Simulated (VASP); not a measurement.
Wanted: the native input for a VASP 6.6.1 run.

```
Task                   : single point
Functional             : PBEsol
Potentials or basis    : VASP PAW PBE potentials, release 64 (Ag)
Cutoff                 : 520 eV
k mesh                 : 9 × 9 × 2
Occupations            : gaussian, width 0.1 eV
Spin                   : no spin polarisation
Dipole correction      : no
Further INCAR settings : ALGO = Fast; EDIFF = 1e-06; NBANDS = 30
```

The structure of Ag lies in POSCAR:

```
Ag
1.0
    2.9111314733      0.0000000000      0.0000000000
   -1.4555657366      2.5211138096      0.0000000000
    0.0000000000      0.0000000000      9.4637087400
Ag
4
Direct
    0.0000000000      0.0000000000      0.0000000000
    0.0000000000      0.0000000000      0.5000000000
    0.3333333300      0.6666666700      0.2500000000
    0.6666666700      0.3333333300      0.7500000000
```

These files were run (other wordings do the same):

INCAR

```
SYSTEM = Ag
PREC = Accurate ; ENCUT = 520
EDIFF = 1E-6 ; ISMEAR = 0
SIGMA = 0.1 ; LREAL = .FALSE.
LASPH = .TRUE. ; NELM = 100
ALGO = Fast ; ISIF = 2
LWAVE = .FALSE. ; LCHARG = .FALSE.
GGA = PS ; NBANDS = 30
```

KPOINTS

```
regular mesh
0
G
  9 9 2
  0 0 0
```

Potentials or basis: VASP PAW PBE potentials, release 64 (Ag).

Command:

```bash
$ cat potpaw_PBE.64/Ag/POTCAR > POTCAR
$ mpirun -np 1 vasp_std > vasp.out
```

Results of the run:

```
Pressure               : -4.3 GPa
Band gap on the k mesh : zero (band 22 reaches 11.34 eV, above the bottom of band 23 at 5.02 eV)
```

Caveat: the PAW data sets were made with another functional, which shifts forces and pressure a little.

Wall time 73 s on 1 thread of AMD EPYC 7R43 64-Core Processor (Zen 3), with other jobs on the host, peak memory 0.17 GiB.
